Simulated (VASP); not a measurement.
A run of VASP 6.6.1 is set up as follows.

The input POSCAR:

```
SrO
1.0
    0.0000000000      2.5698000000      2.5698000000
    2.5698000000      0.0000000000      2.5698000000
    2.5698000000      2.5698000000      0.0000000000
Sr O
1 1
Direct
   -0.0072962876     -0.0072962876      0.0072962876
    0.5000000000      0.5000000000      0.5000000000
```

INCAR.step1

```
SYSTEM = SrO
  PREC = Accurate
  ENCUT = 520
  ISMEAR = 0
  SIGMA = 0.05
  LREAL = .FALSE.
  LASPH = .TRUE.
  NELM = 80
  NBANDS = 15
  GGA = PE
  ALGO = Normal
  EDIFF = 1E-4
  LWAVE = .TRUE.
  LCHARG = .FALSE.
```

File INCAR.step2:

```
SYSTEM = SrO
  PREC = Accurate
  ENCUT = 520
  EDIFF = 1E-7
  ISMEAR = 0
  SIGMA = 0.05
  LREAL = .FALSE.
  LASPH = .TRUE.
  NELM = 80
  ALGO = Normal
  ISIF = 2
  LWAVE = .FALSE.
  LCHARG = .FALSE.
  METAGGA = R2SCAN
  LMIXTAU = .TRUE.
  NBANDS = 15
  ISTART = 1
```

Contents of KPOINTS:

```
Automatic mesh
0
G
  8 8 8
  0 0 0
```

Potentials or basis: VASP PAW PBE potentials, release 64 (Sr_sv, O).

Launch:

```bash
$ cat potpaw_PBE.64/Sr_sv/POTCAR potpaw_PBE.64/O/POTCAR > POTCAR
$ cp INCAR.step1 INCAR
$ mpirun -np 1 vasp_std > vasp.out
$ cp INCAR.step2 INCAR
$ mpirun -np 1 vasp_std > vasp.out
```

(1) What does it give for the band gap on the k mesh?

(2) Estimate the largest force.

## Answers

(1) 3.75 eV, indirect (least direct gap 3.83 eV).

(2) 0.098 eV/Å.

Caveat: the cell differs from its parent crystal (all Sr atoms moved +0.037 Å, as atom 1 towards its neighbour atom 2 (O) at 2.570 Å); the PAW data sets were made with another functional, which shifts forces and pressure a little.
